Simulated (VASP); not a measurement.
Input of a VASP 6.6.1 run:

File INCAR:

```
SYSTEM = Mg32S33
PREC     = Accurate       ! precision mode
ENCUT    = 520            ! plane-wave cutoff, eV
EDIFF    = 1E-7           ! SCF threshold, eV
ISMEAR   = -1             ! smearing method
SIGMA    = 0.05           ! smearing width, eV
LREAL    = Auto         
LASPH    = .True.         ! aspherical terms in the spheres
NELM     = 100            ! most SCF steps
ALGO     = Normal         ! electronic algorithm
ISIF     = 2              ! what is computed and relaxed
LWAVE    = .False.        ! write WAVECAR
LCHARG   = .False.        ! write CHGCAR
GGA      = PS             ! functional
ISYM     = 0            
NBANDS   = 169            ! bands
```

Contents of KPOINTS:

```
Automatic mesh
0
Gamma
  1 1 1
  0.25 0.25 0.25
```

Contents of POSCAR:

```
Mg32S33
1.0
   10.3639610000      0.0000000000      0.0000000000
    0.0000000000     10.3639610000      0.0000000000
    0.0000000000      0.0000000000     10.3639610000
S Mg
33 32
Direct
    0.2519800000      0.9981260000      0.9980110000
    0.2520860000      0.9981320000      0.4980110000
    0.2521050000      0.4981000000      0.9981040000
    0.1945170000      0.5521360000      0.5533900000
    0.7520060000      0.9981430000      0.9980950000
    0.7519470000      0.9982140000      0.4980260000
    0.7520150000      0.4981910000      0.9979460000
    0.7520450000      0.4980720000      0.4980480000
    0.0029600000      0.2489430000      0.9977270000
    0.0048180000      0.2506050000      0.4977950000
    0.0008300000      0.7495080000      0.0018260000
    0.9916580000      0.7583790000      0.5009430000
    0.5030940000      0.2468750000      0.9941410000
    0.5123550000      0.2379030000      0.4951090000
    0.5009580000      0.7474020000      0.9982860000
    0.4991090000      0.7457650000      0.4981010000
    0.0028210000      0.9978820000      0.2487320000
    0.0008290000      0.0020780000      0.7494320000
    0.0046110000      0.4981730000      0.2502690000
    0.9919090000      0.5012190000      0.7580510000
    0.5031530000      0.9942840000      0.2466080000
    0.5011310000      0.9984910000      0.7473400000
    0.5122550000      0.4950970000      0.2380280000
    0.4993330000      0.4982900000      0.7456010000
    0.2537440000      0.2375910000      0.2375360000
    0.2519820000      0.2513050000      0.7446970000
    0.2518770000      0.7450380000      0.2512110000
    0.2501830000      0.7586720000      0.7584260000
    0.7557410000      0.2467010000      0.2465220000
    0.7520280000      0.2489970000      0.7470720000
    0.7519720000      0.7473060000      0.2489900000
    0.7481930000      0.7496320000      0.7495150000
    0.3097760000      0.4439620000      0.4426840000
    0.0014620000      0.9991510000      0.9990190000
    0.9976820000      0.0003650000      0.4993110000
    0.9976410000      0.4993810000      0.0000100000
    0.9810470000      0.4971330000      0.4963460000
    0.5025190000      0.9973050000      0.9970730000
    0.5063250000      0.9960050000      0.4968010000
    0.5064790000      0.4969860000      0.9960050000
    0.5230790000      0.4995680000      0.4995640000
    0.2531920000      0.2436390000      0.9953640000
    0.2522750000      0.2285620000      0.4969390000
    0.2507440000      0.7525820000      0.0005950000
    0.2513480000      0.7676730000      0.4989420000
    0.7528240000      0.2474530000      0.9968460000
    0.7542020000      0.2434960000      0.4965230000
    0.7510000000      0.7488680000      0.9992000000
    0.7497010000      0.7528320000      0.4995760000
    0.2530630000      0.9954820000      0.2436300000
    0.2508470000      0.0007440000      0.7524530000
    0.2518560000      0.4975070000      0.2280510000
    0.2521610000      0.4987730000      0.7682010000
    0.7529000000      0.9970240000      0.2475220000
    0.7510990000      0.9992690000      0.7486860000
    0.7540890000      0.4968450000      0.2433240000
    0.7500150000      0.4995290000      0.7526870000
    0.0055700000      0.2465490000      0.2464330000
    0.0008580000      0.2523430000      0.7489640000
    0.0008010000      0.7493350000      0.2520920000
    0.9997130000      0.7509570000      0.7506660000
    0.5042400000      0.2454080000      0.2454060000
    0.5030860000      0.2471000000      0.7437840000
    0.5030500000      0.7440920000      0.2469950000
    0.4982630000      0.7498420000      0.7495070000
```

Potentials or basis: VASP PAW PBE potentials, release 64 (S, Mg).

Run with:

```bash
$ cat potpaw_PBE.64/S/POTCAR potpaw_PBE.64/Mg/POTCAR > POTCAR
$ mpirun -np 1 vasp_std > vasp.out
```

Task: What does it give for the band gap on the k mesh?

Result: 2.92 eV.

Task: Predict the largest force.

Result: 0.166 eV/Å.

Task: What does it give for the pressure?

Result: 2.1 GPa.

Stress tensor (GPa, compression positive):
```
 2.21 -0.55 -0.53
-0.55  2.10  0.57
-0.53  0.57  2.14
```

Caveat: the PAW data sets were made with another functional, which shifts forces and pressure a little.
